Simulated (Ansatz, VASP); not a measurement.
BaZrO3 in VASP and in Ansatz

```xyz
5
Lattice="4.1774 0.0000 0.0000 0.0000 4.1774 0.0000 0.0000 0.0000 4.2194" Properties=species:S:1:pos:R:3 pbc="T T T"
Ba    0.0000    0.0000    0.0000
Zr    2.0887    2.0887    2.1097
O     0.0000    2.0887    2.1097
O     2.0887    0.0000    2.1097
O     2.0887    2.0887    0.0000
```

Alike in both runs: task single point; functional PBE; k mesh 6 × 6 × 6; occupations gaussian, width 0.05 eV; no spin polarisation.

```csv
,VASP,Ansatz
version,VASP 6.6.1,Ansatz 0.2.0
potentials or method,"VASP PAW PBE potentials, release 64 (Ba_sv, Zr_sv, O), cutoff 520 eV","plane waves, PAW"
valence electrons in the cell,40,40
```

|  | VASP | Ansatz | Ansatz less VASP |
| --- | --- | --- | --- |
| pressure (GPa) | 5.1 | 4.1 | -1.05 |
| traceless stress, the component that is largest in VASP (GPa) | -1.59 | -1.56 | +0.035 |

With one functional, cell and mesh, what is left measures potentials, basis and numerics.

Spin-orbit coupling is off throughout.
